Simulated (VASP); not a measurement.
# BiTe (I4/mmm) in VASP: a series of runs, part 2 of 2

VASP 6.6.1. The steps go on from the part before.

### Step 4. Single point, PBEsol (biaxial strain in the a-b plane: +4.5 %)

INCAR

```
PREC     = Accurate       # precision mode
ENCUT    = 520            # plane-wave cutoff, eV
EDIFF    = 1E-7           # SCF threshold, eV
ISMEAR   = 0              # smearing method
SIGMA    = 0.1            # smearing width, eV
LREAL    = F              # projectors in reciprocal space
LASPH    = T              # aspherical terms in the spheres
NELM     = 80             # most SCF steps
ALGO     = Normal         # electronic algorithm
ISIF     = 2              # what is computed and relaxed
LWAVE    = F              # write WAVECAR
LCHARG   = T              # write CHGCAR
GGA      = PS             # functional
LELF     = T              # ELF
LVHAR    = T            
NBANDS   = 29             # bands
```

KPOINTS

```
Automatic mesh
0
Gamma
  12 12 8
```

POSCAR

```
BiTe
1.0
    3.3410257544      3.3410257544      0.0000000000
   -3.3410257544      3.3410257544      0.0000000000
    0.0000000000      0.0000000000      6.2216613570
Bi Te
2 2
Direct
    0.0000000000      0.0000000000      0.0000000000
    0.5000000000      0.5000000000      0.5000000000
    0.5000000000      0.5000000000      0.0000000000
    0.0000000000      0.0000000000      0.5000000000
```

Potentials or basis: VASP PAW PBE potentials, release 64 (Bi_d, Te).

On the command line:

```
cat potpaw_PBE.64/Bi_d/POTCAR potpaw_PBE.64/Te/POTCAR > POTCAR
mpirun -np 1 vasp_std > vasp.out
```

OUTCAR:

```text
PREC = Accurate
   ENCUT = 520
   EDIFF = 1E-7
   ISMEAR = 0
   LREAL = F
   LASPH = T
   NELM = 80
   ISIF = 2
   GGA = PS

 ion  position               nearest neighbor table
   1  0.000  0.000  0.000-   4 3.11   4 3.11   3 3.34   3 3.34   3 3.34   3 3.34
   2  0.500  0.500  0.500-   3 3.11   3 3.11   4 3.34   4 3.34   4 3.34   4 3.34
   3  0.500  0.500  0.000-   2 3.11   2 3.11   1 3.34   1 3.34   1 3.34   1 3.34
   4  0.000  0.000  0.500-   1 3.11   1 3.11   2 3.34   2 3.34   2 3.34   2 3.34

  LATTYP: Found a simple tetragonal cell.
 ALAT       =     4.7249239341
 C/A-ratio  =     1.3167749246

  Lattice vectors:

 A1 = (   3.3410257544,   3.3410257544,   0.0000000000)
 A2 = (  -3.3410257544,   3.3410257544,   0.0000000000)
 A3 = (   0.0000000000,   0.0000000000,   6.2216613570)

Analysis of symmetry for initial positions (statically):
=====================================================================
 Subroutine PRICEL returns following result:

  LATTYP: Found a body centered tetragonal cell.
 ALAT       =     4.7249239341
 C/A-ratio  =     1.3167749246

  Lattice vectors:

 A1 = (   0.0000000000,  -3.3410257544,  -3.1108306785)
 A2 = (   0.0000000000,   3.3410257544,  -3.1108306785)
 A3 = (   3.3410257544,   0.0000000000,   3.1108306785)

   2 primitive cells build up your supercell.

 Routine SETGRP: Setting up the symmetry group for a
 simple tetragonal supercell.

 Subroutine GETGRP returns: Found 16 space group operations
 (whereof 16 operations were pure point group operations)
 out of a pool of 16 trial point group operations.

The static configuration has the point symmetry D_4h.

Analysis of symmetry for dynamics (positions and initial velocities):
=====================================================================
[... 136 lines left out ...]
   ISMEAR =     0;   SIGMA  =   0.10  broadening in eV -4-tet -1-fermi 0-gaus
   EFERMI_NEDOS =   21; number of points for ismear=-14 and -15
   IALGO  =     38    algorithm
   IMIX   =      4    mixing-type and parameters
     AMIX     =   0.40;   BMIX     =  1.00
     AMIX_MAG =   1.60;   BMIX_MAG =  1.00
  volume/ion in A,a.u.               =      34.72       234.33
  Fermi-wavevector in a.u.,A,eV,Ry     =   1.098818  2.076466 16.427700  1.207402
  Thomas-Fermi vector in A             =   2.235202
   LORBIT       =      0    0 simple, 1 ext, 2 COOP (PROOUT), +10 PAW based schemes
   GGA     = PS    functional components
   LHFCALC =     F    Hartree Fock is set to
   AEXX    =    0.0000 exact exchange contribution
   IVDW    =     0    specifies the selected vdW correction
   LEPSILON=     F    determine dielectric tensor
   LRPA    =     F    only Hartree local field effects (RPA)
 non-spin polarized calculation
 Gauss-broadening in eV      SIGMA  =   0.10
  energy-cutoff  :      520.00
  volume of cell :      138.90
 maximum number of plane-waves:      3768
 NGX is ok and might be reduce to    36
   NGX = 17   NGY = 17   NGZ = 23

 number of electron      41.9999987 magnetization

 Free energy of the ion-electron system (eV)
  ---------------------------------------------------
  ext. energy  EPLUGINS =         0.00000000
  ---------------------------------------------------
  free energy    TOTEN  =       -15.79018051 eV

  energy without entropy =      -15.77427187  energy(sigma->0) =      -15.78222619

 E-fermi :   6.1763     XC(G=0):  -9.4758

 val. band max:        6.1694854183   @ k =   0.1667   0.1667   0.3750
 cond. band min:       6.1769774336   @ k =   0.3333   0.0833   0.5000
 fundamental gap:      0.0074920153
 Fermi energy:         6.1763015780

 k-point     1 :       0.0000    0.0000    0.0000
  band No.  band energies     occupation
      1     -16.9205      2.00000
      2     -16.9054      2.00000
      3     -16.8869      2.00000
      4     -16.8869      2.00000
      5     -16.8759      2.00000
      6     -16.8759      2.00000
[... 757 lines left out ...]
     28      10.8135      0.00000
     29      13.2946      0.00000

 [... further k-points ...]

------------------------ aborting loop because EDIFF is reached ----------------------------------------

  FORCE on cell =-STRESS in cart. coord.  units (eV):
  Direction    XX          YY          ZZ          XY          YZ          ZX
  --------------------------------------------------------------------------------------
  -------------------------------------------------------------------------------------
  Total       -3.7751882     -3.7751882      1.4549771      0.0000000     -0.0000000      0.0000000
  in kB      -43.5464918    -43.5464918     16.7830433      0.0000000     -0.0000000      0.0000000
  external PRESSURE =     -23.4366468 kB  Pullay stress =       0.0000000 kB

 VOLUME and BASIS-vectors are now :
 -----------------------------------------------------------------------------
  energy-cutoff  :      520.00
  volume of cell :      138.90
      direct lattice vectors                 reciprocal lattice vectors
     3.341025754  3.341025754  0.000000000     0.149654638  0.149654638  0.000000000
    -3.341025754  3.341025754  0.000000000    -0.149654638  0.149654638  0.000000000
     0.000000000  0.000000000  6.221661357     0.000000000  0.000000000  0.160728774

 POSITION                                       TOTAL-FORCE (eV/Angst)
 -----------------------------------------------------------------------------------
      0.00000      0.00000      0.00000        -0.000000     -0.000000     -0.000000
      0.00000      3.34103      3.11083         0.000000     -0.000000      0.000000
      0.00000      3.34103      0.00000        -0.000000      0.000000     -0.000000
      0.00000      0.00000      3.11083        -0.000000      0.000000     -0.000000
 -----------------------------------------------------------------------------------
    total drift:                               -0.000000      0.000000      0.000000

  FREE ENERGIE OF THE ION-ELECTRON SYSTEM (eV)
  ---------------------------------------------------
  free  energy   TOTEN  =       -15.7901805125 eV

  energy  without entropy=      -15.7742718668  energy(sigma->0) =      -15.78222619
```

OSZICAR:

```text
N       E                     dE             d eps       ncg     rms          rms(c)
DAV:   1     0.389398449883E+03    0.38940E+03   -0.19675E+04  8120   0.144E+03
DAV:   2     0.235171115500E+02   -0.36588E+03   -0.35659E+03  8368   0.383E+02
DAV:   3    -0.142074473371E+02   -0.37725E+02   -0.36822E+02 10081   0.137E+02
DAV:   4    -0.157794302754E+02   -0.15720E+01   -0.15602E+01  9351   0.292E+01
DAV:   5    -0.158562523279E+02   -0.76822E-01   -0.76809E-01 11751   0.633E+00    0.876E+00
DAV:   6    -0.157883988779E+02    0.67853E-01   -0.21334E-01  9801   0.271E+00    0.570E+00
DAV:   7    -0.157927543503E+02   -0.43555E-02   -0.80533E-02 10093   0.136E+00    0.365E-01
DAV:   8    -0.157899608318E+02    0.27935E-02   -0.16186E-02  9385   0.790E-01    0.254E-01
DAV:   9    -0.157901948574E+02   -0.23403E-03   -0.17947E-03  9249   0.264E-01    0.151E-01
DAV:  10    -0.157901857607E+02    0.90967E-05   -0.57674E-05 10636   0.641E-02    0.872E-02
DAV:  11    -0.157901843603E+02    0.14004E-05   -0.24202E-06 10540   0.113E-02    0.657E-02
DAV:  12    -0.157901804221E+02    0.39382E-05   -0.86456E-06 10424   0.228E-02    0.283E-02
DAV:  13    -0.157901801839E+02    0.23815E-06   -0.72240E-07  8013   0.382E-03    0.203E-02
DAV:  14    -0.157901803581E+02   -0.17417E-06   -0.26502E-07  6797   0.318E-03    0.541E-03
DAV:  15    -0.157901805263E+02   -0.16823E-06   -0.10604E-07  5129   0.212E-03    0.340E-03
DAV:  16    -0.157901805125E+02    0.13886E-07   -0.15814E-08  4885   0.112E-03
   1 F= -.15790181E+02 E0= -.15782226E+02  d E =-.159086E-01
```

It took 3.2 min on 1 thread of Intel Xeon 6975P-C (Granite Rapids), shared host; peak memory 0.58 GiB.

Results:

```
Free energy            : -15.7902 eV
Pressure               : -2.3 GPa
Band gap on the k mesh : zero (bands 21 and 22 overlap by 3.40 eV)
```

Caveat: the cell differs from its parent crystal (biaxial strain in the a-b plane: +4.5 %); the stress differs along the axes, from -4 to 2 GPa; the PAW data sets were made with another functional, which shifts forces and pressure a little; spin-orbit coupling is left out, which moves the levels of the heavy elements.

### Step 5. Overview

| cell | gap on the mesh (eV) | pressure (GPa) |
| --- | --- | --- |
| a = 4.657, b = 4.657, c = 6.279 Å, 4 atoms | none | -1.8 |
| a = 4.657, b = 4.657, c = 6.340 Å, 4 atoms | none | -2.3 |
| a = 4.725, b = 4.725, c = 6.222 Å, 4 atoms | none | -2.3 |

Alike in all rows: task single point; level PBEsol; potentials or basis VASP PAW PBE potentials, release 64 (Bi_d, Te); no spin polarisation; k mesh 12 × 12 × 8; cutoff (eV) 520; smearing gaussian 0.1 eV.

Caveats: the PAW data sets were made with another functional, which shifts forces and pressure a little; spin-orbit coupling is left out, which moves the levels of the heavy elements; the stress differs along the axes, from -4 to 2 GPa (at least some runs).

Total energies depend on the potentials used, so only differences within one code and one set of settings carry meaning.
